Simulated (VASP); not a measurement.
Set up this calculation in VASP 6.6.1, as the native input.

```
Task                   : single point
Functional             : PBE
Potentials or basis    : VASP PAW PBE potentials, release 64 (Cd, Te)
Cutoff                 : 500 eV
k mesh                 : 10 × 10 × 10
Occupations            : gaussian, width 0.02 eV
Spin                   : no spin polarisation
Dipole correction      : no
Further INCAR settings : ALGO = Normal; EDIFF = 1e-06; NBANDS = 16
```

The structure of CdTe (v.b) lies in POSCAR:

```
CdTe
1.0
    0.0000000000      3.3094718653      3.3094718653
    3.3094718653      0.0000000000      3.3094718653
    3.3094718653      3.3094718653      0.0000000000
Cd Te
1 1
Direct
    0.0000000000      0.0000000000      0.0000000000
    0.2500000000      0.2500000000      0.2500000000
```

One way to write it, as run:

INCAR

```
SYSTEM = CdTe
PREC = Accurate
ENCUT = 500
EDIFF = 1E-6
ISMEAR = 0
SIGMA = 0.02
LREAL = .FALSE.
LASPH = .TRUE.
NELM = 120
ALGO = Normal
ISIF = 2
LWAVE = .FALSE.
LCHARG = .FALSE.
GGA = PE
NBANDS = 16
GGA_COMPAT = .FALSE.
```

KPOINTS

```
Automatic mesh
0
G
  10 10 10
  0 0 0
```

Potentials or basis: VASP PAW PBE potentials, release 64 (Cd, Te).

Command:

```sh
$ cat potpaw_PBE.64/Cd/POTCAR potpaw_PBE.64/Te/POTCAR > POTCAR
$ mpirun -np 1 vasp_std > vasp.out
```

Results of the run:

- Pressure: 0.1 GPa
- Band gap on the k mesh: 0.58 eV, direct

Caveat: spin-orbit coupling is left out, which moves the levels of the heavy elements.

It took 39 s on 1 thread of Intel(R) Xeon(R) Platinum 8488C (Sapphire Rapids), on a shared host, peak memory 0.21 GiB.
